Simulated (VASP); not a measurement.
# Si2B3 (P-3m1) in VASP: a series of runs

Si2B3 is run at these levels: r2SCAN; tasks: single point, relaxation of cell and atoms.

Program: VASP 6.6.1. These are calculated values, not measurements. Logs are shortened: lines on timing, memory, paths and dates and some standing lists are left out, and cuts for length are marked.

**1. The cell of the first run**

Symmetry: P-3m1, No. 164, trigonal system. Conventional cell: a = 3.058 Å, b = 3.058 Å, c = 5.727 Å, α = 90.00°, β = 90.00°, γ = 120.00°. Si (site symmetry 3m) has 7 B at 1.95 to 2.38 Å within 2.6 Å. Within 2.7 Å of B (site symmetry -3m) lie 6 Si at 2.07 Å. B (site symmetry 3m) has 3 B at 1.80 Å and 4 Si at 1.95 to 2.38 Å within 2.4 Å.

**2. Single point, r2SCAN**

POSCAR reads:

```
Si2B3
1.0
    3.0580911143      0.0000000000      0.0000000000
   -1.5290455572      2.6483845921      0.0000000000
    0.0000000000      0.0000000000      5.7268599643
Si B
2 3
Direct
    0.3333333333      0.6666666667      0.1902448772
    0.6666666667      0.3333333333      0.8097551228
    0.0000000000      0.0000000000      0.0000000000
    0.3333333333      0.6666666667      0.5313225956
    0.6666666667      0.3333333333      0.4686774044
```

INCAR.step1 reads:

```
SYSTEM = Si2B3
  PREC = Accurate
  ENCUT = 520
  ISMEAR = 0
  SIGMA = 0.1
  LREAL = .FALSE.
  LASPH = .TRUE.
  NELM = 100
  NBANDS = 16
  GGA = PE
  ALGO = Normal
  EDIFF = 1E-4
  LWAVE = .TRUE.
  LCHARG = .FALSE.
```

INCAR.step2 reads:

```
SYSTEM = Si2B3
  PREC = Accurate
  ENCUT = 520
  EDIFF = 1E-6
  ISMEAR = 0
  SIGMA = 0.1
  LREAL = .FALSE.
  LASPH = .TRUE.
  NELM = 100
  ALGO = Normal
  ISIF = 2
  LWAVE = .FALSE.
  LCHARG = .TRUE.
  METAGGA = R2SCAN
  LMIXTAU = .TRUE.
  LELF = .TRUE.
  LVHAR = .TRUE.
  NBANDS = 16
  ISTART = 1
```

KPOINTS reads:

```
regular mesh
0
G
  6 6 4
  0 0 0
```

Potentials or basis: VASP PAW PBE potentials, release 64 (Si, B).

The run is started by

```bash
> cat potpaw_PBE.64/Si/POTCAR potpaw_PBE.64/B/POTCAR > POTCAR
> cp INCAR.step1 INCAR
> mpirun -np 1 vasp_std > vasp.out
> cp INCAR.step2 INCAR
> mpirun -np 1 vasp_std > vasp.out
```

OUTCAR:

```text
SYSTEM = Si2B3
   PREC = Accurate
   ENCUT = 520
   EDIFF = 1E-6
   ISMEAR = 0
   LREAL = .FALSE.
   LASPH = .TRUE.
   NELM = 100
   ISIF = 2
   METAGGA = R2SCAN
   ISTART = 1

 ion  position               nearest neighbor table
   1  0.333  0.667  0.190-   4 1.95   3 2.07   3 2.07   3 2.07   5 2.38   5 2.38   5 2.38   2 2.80
                             2 2.80   2 2.80
   2  0.667  0.333  0.810-   5 1.95   3 2.07   3 2.07   3 2.07   4 2.38   4 2.38   4 2.38   1 2.80
                             1 2.80   1 2.80
   3  0.000  0.000  0.000-   1 2.07   2 2.07   2 2.07   1 2.07   2 2.07   1 2.07
   4  0.333  0.667  0.531-   5 1.80   5 1.80   5 1.80   1 1.95   2 2.38   2 2.38   2 2.38
   5  0.667  0.333  0.469-   4 1.80   4 1.80   4 1.80   2 1.95   1 2.38   1 2.38   1 2.38

  LATTYP: Found a hexagonal cell.
 ALAT       =     3.0580911143
 C/A-ratio  =     1.8726910842

  Lattice vectors:

 A1 = (   3.0580911143,   0.0000000000,   0.0000000000)
 A2 = (  -1.5290455572,   2.6483845921,   0.0000000000)
 A3 = (   0.0000000000,   0.0000000000,   5.7268599643)

Analysis of symmetry for initial positions (statically):
=====================================================================
 Subroutine PRICEL returns:
 Original cell was already a primitive cell.

 Routine SETGRP: Setting up the symmetry group for a
 hexagonal supercell.

 Subroutine GETGRP returns: Found 12 space group operations
 (whereof 12 operations were pure point group operations)
 out of a pool of 24 trial point group operations.

The static configuration has the point symmetry D_3d.

Analysis of symmetry for dynamics (positions and initial velocities):
=====================================================================
 Subroutine PRICEL returns:
 Original cell was already a primitive cell.

 Routine SETGRP: Setting up the symmetry group for a
 hexagonal supercell.

 Subroutine GETGRP returns: Found 12 space group operations
 (whereof 12 operations were pure point group operations)
 out of a pool of 24 trial point group operations.

The dynamic configuration has the point symmetry D_3d.

 Subroutine INISYM returns: Found 12 space group operations
 (whereof 12 operations are pure point group operations),
 and found     1 'primitive' translations

----------------------------------------------------------------------------------------

                                     Primitive cell

  volume of cell :      46.3818

  direct lattice vectors                    reciprocal lattice vectors
     3.058091114  0.000000000  0.000000000     0.327001375  0.188794332  0.000000000
    -1.529045557  2.648384592  0.000000000     0.000000000  0.377588664  0.000000000
     0.000000000  0.000000000  5.726859964     0.000000000  0.000000000  0.174615759

  length of vectors
     3.058091114  3.058091114  5.726859964     0.377588664  0.377588664  0.174615759

  position of ions in fractional coordinates (direct lattice)
     0.333333333  0.666666667  0.190244877
     0.666666667  0.333333333  0.809755123
     0.000000000  0.000000000  0.000000000
     0.333333333  0.666666667  0.531322596
     0.666666667  0.333333333  0.468677404

  ion indices of the primitive-cell ions
   primitive index   ion index
                 1           1
                 2           2
                 3           3
                 4           4
                 5           5

----------------------------------------------------------------------------------------

 KPOINTS: regular mesh

Automatic generation of k-mesh.
 Grid dimensions read from file:
 generate k-points for:    6    6    4

 Generating k-lattice:

  Cartesian coordinates                     Fractional coordinates (reciprocal lattice)
     0.054500229  0.031465722  0.000000000     0.166666667  0.000000000  0.000000000
     0.000000000  0.062931444  0.000000000     0.000000000  0.166666667  0.000000000
     0.000000000  0.000000000  0.043653940     0.000000000  0.000000000  0.250000000

  Length of vectors
     0.062931444  0.062931444  0.043653940

  Shift w.r.t. Gamma in fractional coordinates (k-lattice)
     0.000000000  0.000000000  0.000000000

 Subroutine IBZKPT returns following result:
 ===========================================

 Found     24 irreducible k-points:

 Following reciprocal coordinates:
            Coordinates               Weight
  0.000000  0.000000  0.000000      1.000000
  0.166667  0.000000  0.000000      6.000000
  0.333333  0.000000  0.000000      6.000000
  0.500000  0.000000  0.000000      3.000000
  0.166667  0.166667  0.000000      6.000000
  0.333333  0.166667  0.000000     12.000000
[... 16 lines left out ...]
  0.333333  0.166667  0.500000     12.000000
  0.333333  0.333333  0.500000      2.000000
   k-points           NKPTS =     24   k-points in BZ     NKDIM =     24   number of bands    NBANDS=     16
   number of dos      NEDOS =    301   number of ions     NIONS =      5
   total plane-waves  NPLWV =  27648
   dimension x,y,z NGX =    24 NGY =   24 NGZ =   48
   dimension x,y,z NGXF=    48 NGYF=   48 NGZF=   96
   ions per type =               2   3
   NGX,Y,Z   is equivalent  to a cutoff of  13.05, 13.05, 13.93 a.u.
   NGXF,Y,Z  is equivalent  to a cutoff of  26.09, 26.09, 27.87 a.u.
 SYSTEM =  Si2B3
   PREC   = accura    normal or accurate (medium, high low for compatibility)
   ISTART =      1    job   : 0-new  1-cont  2-samecut
   ICHARG =      0    charge: 1-file 2-atom 10-const
   ISPIN  =      1    spin polarized calculation?
   LNONCOLLINEAR =      F non collinear calculations
   LSORBIT =      F    spin-orbit coupling
   LASPH  =      T    aspherical Exc in radial PAW
   ENCUT  =  520.0 eV  38.22 Ry    6.18 a.u.   5.69  5.69 10.65*2*pi/ulx,y,z
   NELM   =    100;   NELMIN=  2; NELMDL=  0     # of ELM steps
   EDIFF  = 0.1E-05   stopping-criterion for ELM
   LREAL  =      F    real-space projection
   EDIFFG = 0.1E-04   stopping-criterion for IOM
   NSW    =      0    number of steps for IOM
   IBRION =     -1    ionic relax: 0-MD 1-quasi-New 2-CG
   NFREE  =      0    steps in history (QN), initial steepest desc. (CG)
   ISIF   =      2    stress and relaxation
   ISYM   =      2    0-nonsym 1-usesym 2-fastsym
   POTIM  = 0.5000    time-step for ionic-motion
   TEBEG  =    0.0;   TEEND  =   0.0 temperature during run
   PSTRESS=    0.0 pullay stress
   NELECT =      17.0000    total number of electrons
   NUPDOWN=      -1.0000    fix difference up-down
   EMIN   =  10.00;   EMAX   =-10.00  energy-range for DOS
   EFERMI =   0.00;   METHOD = LEGACY
   ISMEAR =     0;   SIGMA  =   0.10  broadening in eV -4-tet -1-fermi 0-gaus
   EFERMI_NEDOS =   21; number of points for ismear=-14 and -15
   IALGO  =     38    algorithm
   IMIX   =      4    mixing-type and parameters
     AMIX     =   0.40;   BMIX     =  1.00
     AMIX_MAG =   1.60;   BMIX_MAG =  1.00
  volume/ion in A,a.u.               =       9.28        62.60
  Fermi-wavevector in a.u.,A,eV,Ry     =   1.171589  2.213981 18.675626  1.372620
  Thomas-Fermi vector in A             =   2.308030
   LORBIT       =      0    0 simple, 1 ext, 2 COOP (PROOUT), +10 PAW based schemes
   METAGGA = R2SCAN    functional components
   LHFCALC =     F    Hartree Fock is set to
   AEXX    =    0.0000 exact exchange contribution
   IVDW    =     0    specifies the selected vdW correction
   LEPSILON=     F    determine dielectric tensor
   LRPA    =     F    only Hartree local field effects (RPA)
 non-spin polarized calculation
 Gauss-broadening in eV      SIGMA  =   0.10
  energy-cutoff  :      520.00
  volume of cell :       46.38
 maximum number of plane-waves:      1258
 NGX is ok and might be reduce to    24
   NGX = 11   NGY = 11   NGZ = 21

 number of electron      17.0000000 magnetization

 Free energy of the ion-electron system (eV)
  ---------------------------------------------------
  ext. energy  EPLUGINS =         0.00000000
  ---------------------------------------------------
  free energy    TOTEN  =       -37.83086089 eV

  energy without entropy =      -37.82570436  energy(sigma->0) =      -37.82828263

 E-fermi :   9.3579     XC(G=0): -12.4595

 val. band max:        9.3027241562   @ k =   0.1667   0.0000   0.0000
 cond. band min:       9.3864315386   @ k =   0.0000   0.3333   0.2500
 fundamental gap:      0.0837073824
 Fermi energy:         9.3578972682

 k-point     1 :       0.0000    0.0000    0.0000
  band No.  band energies     occupation
      1      -7.1367      2.00000
      2      -3.3206      2.00000
      3      -2.4470      2.00000
      4       7.0683      2.00000
      5       8.6407      2.00000
      6       8.6408      2.00000
[... 8 lines left out ...]
     15      16.5580      0.00000
     16      17.0993      0.00000

 k-point     2 :       0.1667    0.0000    0.0000
  band No.  band energies     occupation
      1      -6.5893      2.00000
      2      -2.8383      2.00000
      3      -1.8829      2.00000
      4       5.6554      2.00000
      5       7.1354      2.00000
      6       7.3189      2.00000
[... 8 lines left out ...]
     15      17.2596      0.00000
     16      17.8731      0.00000

 k-point     3 :       0.3333    0.0000    0.0000
  band No.  band energies     occupation
      1      -4.9694      2.00000
      2      -1.4342      2.00000
      3      -0.3258      2.00000
      4       1.6836      2.00000
      5       4.2608      2.00000
      6       5.9191      2.00000
[... 8 lines left out ...]
     15      18.6868      0.00000
     16      20.3187      0.00000
[... 362 lines left out ...]
 k-point    23 :       0.3333    0.1667    0.5000
  band No.  band energies     occupation
      1      -2.4498      2.00000
      2      -2.3708      2.00000
      3       0.6374      2.00000
      4       0.9945      2.00000
      5       3.8673      2.00000
      6       3.9538      2.00000
[... 8 lines left out ...]
     15      19.9851      0.00000
     16      20.6647      0.00000

 k-point    24 :       0.3333    0.3333    0.5000
  band No.  band energies     occupation
      1      -0.6586      2.00000
      2      -0.6586      2.00000
      3       0.3060      2.00000
      4       0.5827      2.00000
      5       0.5827      2.00000
      6       2.0603      2.00000
[... 8 lines left out ...]
     15      20.5457      0.00000
     16      20.5457      0.00000

------------------------ aborting loop because EDIFF is reached ----------------------------------------

  FORCE on cell =-STRESS in cart. coord.  units (eV):
  Direction    XX          YY          ZZ          XY          YZ          ZX
  --------------------------------------------------------------------------------------
  -------------------------------------------------------------------------------------
  Total        0.0235708      0.0235708     -0.0443807     -0.0000000      0.0000000      0.0000000
  in kB        0.8142119      0.8142119     -1.5330524     -0.0000000      0.0000000      0.0000000
  external PRESSURE =       0.0317905 kB  Pullay stress =       0.0000000 kB

 VOLUME and BASIS-vectors are now :
 -----------------------------------------------------------------------------
  energy-cutoff  :      520.00
  volume of cell :       46.38
      direct lattice vectors                 reciprocal lattice vectors
     3.058091114  0.000000000  0.000000000     0.327001375  0.188794332  0.000000000
    -1.529045557  2.648384592  0.000000000     0.000000000  0.377588664  0.000000000
     0.000000000  0.000000000  5.726859964     0.000000000  0.000000000  0.174615759

 POSITION                                       TOTAL-FORCE (eV/Angst)
 -----------------------------------------------------------------------------------
     -0.00000      1.76559      1.08951        -0.000000      0.000000      0.003437
      1.52905      0.88279      4.63735         0.000000     -0.000000     -0.003437
      0.00000      0.00000      0.00000         0.000000      0.000000      0.000000
     -0.00000      1.76559      3.04281         0.000000      0.000000     -0.014040
      1.52905      0.88279      2.68405         0.000000     -0.000000      0.014040
 -----------------------------------------------------------------------------------
    total drift:                               -0.000000     -0.000000     -0.000000

  FREE ENERGIE OF THE ION-ELECTRON SYSTEM (eV)
  ---------------------------------------------------
  free  energy   TOTEN  =       -37.8308608914 eV

  energy  without entropy=      -37.8257043594  energy(sigma->0) =      -37.82828263
```

Wall time 36 s (1 thread of Intel Xeon Platinum 8124M at 3.00GHz (Skylake/Cascade Lake), shared host); peak memory 0.17 GiB.

What came out:

```
Free energy   : -37.8309 eV
Pressure      : 0.0 GPa
Largest force : 0.014 eV/Å
```

Forces in eV/Å, atoms in the order of the input:
```
Si   0.000  0.000  0.003
Si   0.000  0.000 -0.003
B    0.000  0.000  0.000
B    0.000  0.000 -0.014
B    0.000  0.000  0.014
```

Levels at points of the mesh, in eV from the Fermi level:
```
           k point  band 6  band 7  band 8  band 9  band 10  band 11
(0.00, 0.00, 0.00)   -0.72    0.41    0.41    2.20     5.18     5.18
(0.50, 0.00, 0.00)   -6.22   -3.94   -1.63    0.90     1.47     3.38
(0.00, 0.00, 0.50)   -0.65    0.50    0.50    4.17     4.17     5.89
(0.50, 0.00, 0.50)   -3.32   -2.78   -2.72   -1.92    -0.29     2.54
```

Caveat: the k points lie up to 0.40 Å⁻¹ apart; the PAW data sets were made with another functional, which shifts forces and pressure a little.

(Part 1 of 2 ends here.)
